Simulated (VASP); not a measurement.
Here is a VASP 6.6.1 calculation.

The input INCAR:

```
ALGO     = Normal         # electronic algorithm
EDIFF    = 1E-6           # SCF threshold, eV
EDIFFG   = -0.04          # ionic threshold
ENCUT    = 600            # plane-wave cutoff, eV
GGA      = PE             # functional
IBRION   = 2              # ionic algorithm
ISIF     = 3              # what is computed and relaxed
ISMEAR   = 0              # smearing method
LASPH    = T              # aspherical terms in the spheres
LCHARG   = F              # write CHGCAR
LREAL    = F              # projectors in reciprocal space
LWAVE    = F              # write WAVECAR
NELM     = 100            # most SCF steps
NSW      = 90             # ionic steps
PREC     = Accurate       # precision mode
SIGMA    = 0.1            # smearing width, eV
```

File KPOINTS:

```
k-points
0
Gamma
  4 4 4
```

POSCAR

```
Sn2TeAs2
1.0
    4.5087152900      0.0000000000      0.0000000000
    0.0000000000      4.5087152900      0.0000000000
    0.0000000000      0.0000000000      7.1179883100
Sn Te As
2 1 2
Direct
    0.5000000000      0.0000000000      0.8470641200
    0.0000000000      0.5000000000      0.8470641200
    0.5000000000      0.5000000000      0.1990171400
    0.5000000000      0.0000000000      0.5297715100
    0.0000000000      0.5000000000      0.5297715100
```

Potentials or basis: VASP PAW PBE potentials, release 64 (Sn_d, Te, As).

Run with:

```sh
$ cat potpaw_PBE.64/Sn_d/POTCAR potpaw_PBE.64/Te/POTCAR potpaw_PBE.64/As/POTCAR > POTCAR
$ mpirun -np 1 vasp_std > vasp.out
```

Question: Predict the relaxed cell.

Answer: a = 4.156 Å, b = 4.156 Å, c = 7.936 Å, α = 90.00°, β = 90.00°, γ = 90.00°.

Question: Predict the band gap on the k mesh.

Answer: Zero (bands 22 and 23 overlap by 2.33 eV).

Question: What does it give for the space group after relaxing (to 0.1 Å)?

Answer: P4mm (No. 99).

Step by step:
```tsv
step	energy change (eV)	largest force (eV/Å)	pressure (GPa)	volume (Å³)
1	0.0000	6.1353	7.00	144.70
2	-1.5174	0.1091	-6.62	169.64
3	-2.1405	0.0841	-4.65	156.70
4	-2.1490	0.1410	-4.48	156.20
5	-2.1570	0.3462	-3.89	154.71
6	-2.4351	0.2285	-0.83	141.10
7	-2.4610	0.1667	0.67	136.43
8	-2.4972	0.0290	0.35	136.33
9	-2.5031	0.1055	0.26	136.20
10	-2.5059	0.0821	-0.11	137.13
11	-2.5062	0.0693	-0.33	137.70
12	-2.5083	0.0419	-0.24	137.43
13	-2.5095	0.0022	-0.09	137.05
```

Caveat: spin-orbit coupling is left out, which moves the levels of the heavy elements.
